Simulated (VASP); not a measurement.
# Al16HC in VASP: single point with PBE+D3(BJ)

Aim: the single point of Al16HC with PBE+D3(BJ).

All numbers are computed with VASP 6.6.1; they aren't measurements. Logs are shortened: lines on timing, memory, paths and dates and some standing lists are left out, and cuts for length are marked.

## (1) The cell of the first run

The cell holds a slab with vacuum, 18 atoms: a = 5.728 Å, b = 5.728 Å, c = 18.075 Å, α = 90.00°, β = 90.00°, γ = 90.00°.

## (2) Single point, PBE+D3(BJ)

INCAR reads:

```
SYSTEM = Al16HC
  PREC = Accurate
  ENCUT = 520
  EDIFF = 1E-6
  ISMEAR = -1
  SIGMA = 0.15
  LREAL = Auto
  LASPH = .TRUE.
  NELM = 60
  ALGO = Normal
  ISIF = 2
  LWAVE = .FALSE.
  LCHARG = .FALSE.
  GGA = PE
  IVDW = 12
  NBANDS = 42
```

KPOINTS reads:

```
regular mesh
0
G
  4 4 1
  0 0 0
```

POSCAR reads:

```
Al16HC
1.0
    5.7275650000      0.0000000000      0.0000000000
    0.0000000000      5.7275650000      0.0000000000
    0.0000000000      0.0000000000     18.0750000000
Al C H
16 1 1
Direct
    0.2500000000      0.2500000000      0.0553250300
    0.7499999900      0.2500000000      0.0553250300
    0.2500000000      0.7499999900      0.0553250300
    0.7499999900      0.7499999900      0.0553250300
   -0.0041427332      0.0025205437      0.1664818298
    0.4977892522      0.0026448011      0.1667151981
   -0.0041064104      0.4982811249      0.1664408780
    0.4977172332      0.4981038166      0.1666734409
    0.2316602516      0.2506453748      0.2733277409
    0.7378569110      0.2509183433      0.2743072705
    0.2487205257      0.7506019146      0.2700774628
    0.7475805820      0.7506904777      0.2737807294
    0.0073805578      0.0035903418      0.3901987429
    0.4861426895      0.0034822883      0.3877409965
    0.0070001503      0.4983122517      0.3902555704
    0.4857602320      0.4991236916      0.3877727320
    0.7515572194      0.7511109463      0.3903324281
    0.9533022363      0.2510551764      0.4485540717
```

Potentials or basis: VASP PAW PBE potentials, release 64 (Al, C, H).

The run is started by

```
$ cat potpaw_PBE.64/Al/POTCAR potpaw_PBE.64/C/POTCAR potpaw_PBE.64/H/POTCAR > POTCAR
$ mpirun -np 1 vasp_std > vasp.out
```

OUTCAR:

```text
SYSTEM = Al16HC
   PREC = Accurate
   ENCUT = 520
   EDIFF = 1E-6
   ISMEAR = -1
   LREAL = Auto
   LASPH = .TRUE.
   NELM = 60
   ISIF = 2
   GGA = PE
   IVDW = 12
 IVDW          = 12

 ion  position               nearest neighbor table
   1  0.250  0.250  0.055-   6 2.84   8 2.84   5 2.86   7 2.86   2 2.86   3 2.86   3 2.86   2 2.86

   2  0.750  0.250  0.055-   5 2.83   7 2.84   6 2.85   8 2.86   1 2.86   4 2.86   1 2.86   4 2.86

   3  0.250  0.750  0.055-   8 2.85   6 2.86   1 2.86   4 2.86   1 2.86   4 2.86   7 2.87   5 2.87

   4  0.750  0.750  0.055-   7 2.85   5 2.85   2 2.86   3 2.86   3 2.86   2 2.86   8 2.87   6 2.87

   5  0.996  0.003  0.166-   9 2.75  11 2.77  12 2.80  10 2.83   2 2.83   7 2.84   4 2.85   6 2.85
                             1 2.86   3 2.87   6 2.87   7 2.89
   6  0.498  0.003  0.167-  11 2.76  10 2.77  12 2.81   8 2.84   9 2.84   1 2.84   5 2.85   2 2.85
                             3 2.86   4 2.87   5 2.87   8 2.89
   7  0.996  0.498  0.166-   9 2.75  11 2.77  12 2.81  10 2.83   2 2.84   5 2.84   4 2.85   8 2.85
                             1 2.86   3 2.87   8 2.87   5 2.89
   8  0.498  0.498  0.167-  11 2.76  10 2.77  12 2.81   9 2.84   6 2.84   1 2.84   7 2.85   3 2.85
                             2 2.86   4 2.87   7 2.87   6 2.89
   9  0.232  0.251  0.273-   7 2.75   5 2.75  10 2.83   8 2.84   6 2.84  13 2.85  15 2.85  11 2.87
                            11 2.87  14 2.90  10 2.90  16 2.90
  10  0.738  0.251  0.274-   8 2.77   6 2.77   7 2.83   9 2.83   5 2.83  12 2.86  12 2.87  14 2.88
                            16 2.88   9 2.90  15 2.96  13 2.96
  11  0.249  0.751  0.270-   6 2.76   8 2.76   5 2.77   7 2.77  12 2.86   9 2.87   9 2.87  12 2.87
                            16 2.91  14 2.91  15 2.95  13 2.95
  12  0.748  0.751  0.274-  17 2.11   5 2.80   6 2.81   7 2.81   8 2.81  11 2.86  10 2.86  10 2.87
                            11 2.87  16 2.93  14 2.93  15 2.95  13 2.96
  13  0.007  0.004  0.390-  18 1.79  17 2.06  14 2.74  15 2.83   9 2.85  15 2.89  11 2.95  12 2.96
                            10 2.96  14 2.99
  14  0.486  0.003  0.388-  17 2.10  13 2.74  16 2.84  10 2.88  16 2.89   9 2.90  11 2.91  12 2.93
                            13 2.99
  15  0.007  0.498  0.390-  18 1.79  17 2.06  16 2.74  13 2.83   9 2.85  13 2.89  11 2.95  12 2.95
                            10 2.96  16 2.99
  16  0.486  0.499  0.388-  17 2.10  15 2.74  14 2.84  10 2.88  14 2.89   9 2.90  11 2.91  12 2.93
                            15 2.99
  17  0.752  0.751  0.390-  15 2.06  13 2.06  14 2.10  16 2.10  12 2.11
  18  0.953  0.251  0.449-  15 1.79  13 1.79

  LATTYP: Found a simple tetragonal cell.
 ALAT       =     5.7275650000
 C/A-ratio  =     3.1557913354

  Lattice vectors:

 A1 = (   5.7275650000,   0.0000000000,   0.0000000000)
 A2 = (   0.0000000000,   5.7275650000,   0.0000000000)
 A3 = (   0.0000000000,   0.0000000000,  18.0750000000)

Analysis of symmetry for initial positions (statically):
=====================================================================
 Subroutine PRICEL returns:
 Original cell was already a primitive cell.

 Routine SETGRP: Setting up the symmetry group for a
 simple tetragonal supercell.

 Subroutine GETGRP returns: Found  1 space group operations
 (whereof  1 operations were pure point group operations)
 out of a pool of 16 trial point group operations.

The static configuration has the point symmetry C_1 .

Analysis of symmetry for dynamics (positions and initial velocities):
=====================================================================
 Subroutine PRICEL returns:
 Original cell was already a primitive cell.

 Routine SETGRP: Setting up the symmetry group for a
 simple tetragonal supercell.

 Subroutine GETGRP returns: Found  1 space group operations
 (whereof  1 operations were pure point group operations)
 out of a pool of 16 trial point group operations.

The dynamic configuration has the point symmetry C_1 .

 Subroutine INISYM returns: Found  1 space group operations
 (whereof  1 operations are pure point group operations),
 and found     1 'primitive' translations

----------------------------------------------------------------------------------------

                                     Primitive cell

  volume of cell :     592.9504

  direct lattice vectors                    reciprocal lattice vectors
     5.727565000  0.000000000  0.000000000     0.174594265  0.000000000  0.000000000
     0.000000000  5.727565000  0.000000000     0.000000000  0.174594265  0.000000000
     0.000000000  0.000000000 18.075000000     0.000000000  0.000000000  0.055325035

  length of vectors
     5.727565000  5.727565000 18.075000000     0.174594265  0.174594265  0.055325035

  position of ions in fractional coordinates (direct lattice)
     0.250000000  0.250000000  0.055325030
     0.749999990  0.250000000  0.055325030
     0.250000000  0.749999990  0.055325030
     0.749999990  0.749999990  0.055325030
     0.995857267  0.002520544  0.166481830
     0.497789252  0.002644801  0.166715198
[... 10 lines left out ...]
     0.751557219  0.751110946  0.390332428
     0.953302236  0.251055176  0.448554072

  ion indices of the primitive-cell ions
   primitive index   ion index
                 1           1
                 2           2
                 3           3
                 4           4
                 5           5
                 6           6
[... 10 lines left out ...]
                17          17
                18          18

----------------------------------------------------------------------------------------

 KPOINTS: regular mesh

Automatic generation of k-mesh.
 Grid dimensions read from file:
 generate k-points for:    4    4    1

 Generating k-lattice:

  Cartesian coordinates                     Fractional coordinates (reciprocal lattice)
     0.043648566  0.000000000  0.000000000     0.250000000  0.000000000  0.000000000
     0.000000000  0.043648566  0.000000000     0.000000000  0.250000000  0.000000000
     0.000000000  0.000000000  0.055325035     0.000000000  0.000000000  1.000000000

  Length of vectors
     0.043648566  0.043648566  0.055325035

  Shift w.r.t. Gamma in fractional coordinates (k-lattice)
     0.000000000  0.000000000  0.000000000

 Subroutine IBZKPT returns following result:
 ===========================================

 Found     10 irreducible k-points:

 Following reciprocal coordinates:
            Coordinates               Weight
  0.000000  0.000000  0.000000      1.000000
  0.250000  0.000000  0.000000      2.000000
  0.000000  0.250000  0.000000      2.000000
  0.500000  0.000000  0.000000      1.000000
  0.000000  0.500000  0.000000      1.000000
  0.250000  0.250000  0.000000      2.000000
 -0.250000  0.250000  0.000000      2.000000
  0.500000  0.250000  0.000000      2.000000
 -0.250000  0.500000  0.000000      2.000000
  0.500000  0.500000  0.000000      1.000000
   k-points           NKPTS =     10   k-points in BZ     NKDIM =     10   number of bands    NBANDS=     42
   number of dos      NEDOS =    301   number of ions     NIONS =     18
   total plane-waves  NPLWV = 322560
   dimension x,y,z NGX =    48 NGY =   48 NGZ =  140
   dimension x,y,z NGXF=    96 NGYF=   96 NGZF=  280
   ions per type =              16   1   1
   NGX,Y,Z   is equivalent  to a cutoff of  13.93, 13.93, 12.88 a.u.
   NGXF,Y,Z  is equivalent  to a cutoff of  27.86, 27.86, 25.75 a.u.
 SYSTEM =  Al16HC
   PREC   = accura    normal or accurate (medium, high low for compatibility)
   ISTART =      0    job   : 0-new  1-cont  2-samecut
   ICHARG =      2    charge: 1-file 2-atom 10-const
   ISPIN  =      1    spin polarized calculation?
   LNONCOLLINEAR =      F non collinear calculations
   LSORBIT =      F    spin-orbit coupling
   LASPH  =      T    aspherical Exc in radial PAW
   ENCUT  =  520.0 eV  38.22 Ry    6.18 a.u.  10.65 10.65 33.61*2*pi/ulx,y,z
   NELM   =     60;   NELMIN=  2; NELMDL= -5     # of ELM steps
   EDIFF  = 0.1E-05   stopping-criterion for ELM
   LREAL  =      T    real-space projection
   EDIFFG = 0.1E-04   stopping-criterion for IOM
   NSW    =      0    number of steps for IOM
   IBRION =     -1    ionic relax: 0-MD 1-quasi-New 2-CG
   NFREE  =      0    steps in history (QN), initial steepest desc. (CG)
   ISIF   =      2    stress and relaxation
   ISYM   =      2    0-nonsym 1-usesym 2-fastsym
   POTIM  = 0.5000    time-step for ionic-motion
   TEBEG  =    0.0;   TEEND  =   0.0 temperature during run
   PSTRESS=    0.0 pullay stress
   NELECT =      53.0000    total number of electrons
   NUPDOWN=      -1.0000    fix difference up-down
   EMIN   =  10.00;   EMAX   =-10.00  energy-range for DOS
   EFERMI =   0.00;   METHOD = LEGACY
   ISMEAR =    -1;   SIGMA  =   0.15  broadening in eV -4-tet -1-fermi 0-gaus
   EFERMI_NEDOS =   21; number of points for ismear=-14 and -15
   IALGO  =     38    algorithm
   IMIX   =      4    mixing-type and parameters
     AMIX     =   0.40;   BMIX     =  1.00
     AMIX_MAG =   1.60;   BMIX_MAG =  1.00
  volume/ion in A,a.u.               =      32.94       222.30
  Fermi-wavevector in a.u.,A,eV,Ry     =   0.731971  1.383225  7.289755  0.535782
  Thomas-Fermi vector in A             =   1.824319
   LORBIT       =      0    0 simple, 1 ext, 2 COOP (PROOUT), +10 PAW based schemes
   GGA     = PE    functional components
   LHFCALC =     F    Hartree Fock is set to
   AEXX    =    0.0000 exact exchange contribution
   IVDW    =    12    specifies the selected vdW correction
   LEPSILON=     F    determine dielectric tensor
   LRPA    =     F    only Hartree local field effects (RPA)
 non-spin polarized calculation
  energy-cutoff  :      520.00
  volume of cell :      592.95
 maximum number of plane-waves:     15993
 NGX is ok and might be reduce to    48
   NGX = 21   NGY = 21   NGZ = 67

 number of electron      53.0000000 magnetization

 Free energy of the ion-electron system (eV)
  ---------------------------------------------------
  ext. energy  EPLUGINS =         0.00000000
  ---------------------------------------------------
  free energy    TOTEN  =       -67.93490261 eV

  energy without entropy =      -67.39681248  energy(sigma->0) =      -67.66585755

 E-fermi :   1.4747     XC(G=0):  -5.7091

 val. band max:        1.3949502028   @ k =   0.5000   0.2500   0.0000
 cond. band min:       1.4919877348   @ k =   0.2500   0.0000   0.0000
 fundamental gap:      0.0970375320
 Fermi energy:         1.4746759882

 k-point     1 :       0.0000    0.0000    0.0000
  band No.  band energies     occupation
      1     -10.9912      2.00000
      2      -8.9581      2.00000
      3      -7.1190      2.00000
      4      -6.0196      2.00000
      5      -5.2699      2.00000
      6      -5.2114      2.00000
[... 30 lines left out ...]
     37       3.7398      0.00000
     38       3.7601      0.00000

 k-point     2 :       0.2500    0.0000    0.0000
  band No.  band energies     occupation
      1     -10.9143      2.00000
      2      -8.7266      2.00000
      3      -7.2438      2.00000
      4      -6.5414      2.00000
      5      -5.9232      2.00000
      6      -5.2451      2.00000
[... 30 lines left out ...]
     37       3.8531      0.00000
     38       3.9976      0.00000
[... 285 lines left out ...]
     37       3.8987      0.00000
     38       4.1696      0.00000

 k-point    10 :       0.5000    0.5000    0.0000
  band No.  band energies     occupation
      1     -10.7092      2.00000
      2      -7.2689      2.00000
      3      -7.1408      2.00000
      4      -7.0536      2.00000
      5      -6.7093      2.00000
      6      -6.2805      2.00000
[... 30 lines left out ...]
     37       3.8184      0.00000
     38       3.8838      0.00000
 [bands above 38 left out]

------------------------ aborting loop because EDIFF is reached ----------------------------------------

 Edisp (eV)   -4.13612

 E8    (eV) :    -1.8926

  FORCE on cell =-STRESS in cart. coord.  units (eV):
  Direction    XX          YY          ZZ          XY          YZ          ZX
  --------------------------------------------------------------------------------------
  -------------------------------------------------------------------------------------
  Total      -9.36534   -10.63758    -0.13313    -0.00103    -0.02993     0.03089
  in kB     -25.30556   -28.74318    -0.35972    -0.00277    -0.08088     0.08347
  external pressure =      -18.14 kB  Pullay stress =        0.00 kB

 VOLUME and BASIS-vectors are now :
 -----------------------------------------------------------------------------
  energy-cutoff  :      520.00
  volume of cell :      592.95
      direct lattice vectors                 reciprocal lattice vectors
     5.727565000  0.000000000  0.000000000     0.174594265  0.000000000  0.000000000
     0.000000000  5.727565000  0.000000000     0.000000000  0.174594265  0.000000000
     0.000000000  0.000000000 18.075000000     0.000000000  0.000000000  0.055325035

 POSITION                                       TOTAL-FORCE (eV/Angst)
 -----------------------------------------------------------------------------------
      1.43189      1.43189      1.00000        -0.053381      0.000993     -0.135219
      4.29567      1.43189      1.00000         0.077462      0.000463     -0.010090
      1.43189      4.29567      1.00000        -0.043963      0.002731      0.074929
      4.29567      4.29567      1.00000         0.012352      0.001806      0.059076
      5.70384      0.01444      3.00916         0.001080     -0.002447      0.002679
      2.85112      0.01515      3.01338         0.001524     -0.002481      0.003321
[... 10 lines left out ...]
      4.30459      4.30204      7.05526        -0.005164      0.001535     -0.008899
      5.46010      1.43793      8.10761        -0.001512     -0.002823     -0.005090
 -----------------------------------------------------------------------------------
    total drift:                                0.004626     -0.005256     -0.013349

  FREE ENERGIE OF THE ION-ELECTRON SYSTEM (eV)
  ---------------------------------------------------
  free  energy   TOTEN  =       -72.0710259260 eV

  energy  without entropy=      -71.5329357978  energy(sigma->0) =      -71.80198086
```

It took 5 min on 1 thread of Intel Xeon 6975P-C (Granite Rapids), shared host; peak memory 0.7 GiB.

What came out:

- Free energy: -72.0710 eV
- Largest force: 0.145 eV/Å
- Band gap on the k mesh: zero (an odd number of electrons rules out a gap without spin polarisation)
- Dispersion energy per atom: -0.230 eV

Forces in eV/Å, atoms in the order of the input:
```
Al  -0.053  0.001 -0.135
Al   0.077  0.000 -0.010
Al  -0.044  0.003  0.075
Al   0.012  0.002  0.059
Al   0.001 -0.002  0.003
Al   0.002 -0.002  0.003
Al   0.001  0.003  0.003
Al   0.002  0.002  0.004
Al  -0.002  0.001  0.005
Al  -0.002 -0.002  0.005
Al   0.007 -0.001 -0.004
Al   0.007  0.000  0.000
Al  -0.005  0.005  0.004
Al   0.003  0.002  0.003
Al   0.000 -0.004 -0.002
Al   0.000 -0.005  0.001
C   -0.005  0.002 -0.009
H   -0.002 -0.003 -0.005
```

Levels at points of the mesh, in eV from the Fermi level:
| k point | band 23 | band 24 | band 25 | band 26 | band 27 | band 28 | band 29 | band 30 |
| --- | --- | --- | --- | --- | --- | --- | --- | --- |
| (0.00, 0.00, 0.00) | -1.56 | -1.29 | -0.77 | -0.67 | -0.33 | -0.26 | 0.09 | 0.13 |
| (0.50, 0.00, 0.00) | -1.23 | -1.02 | -0.68 | -0.54 | 0.05 | 0.52 | 0.71 | 0.90 |
| (0.00, 0.50, 0.00) | -1.28 | -1.02 | -0.69 | -0.16 | 0.27 | 0.30 | 0.50 | 0.83 |
| (0.50, 0.50, 0.00) | -0.31 | -0.27 | -0.23 | 0.04 | 0.06 | 0.72 | 0.85 | 0.85 |
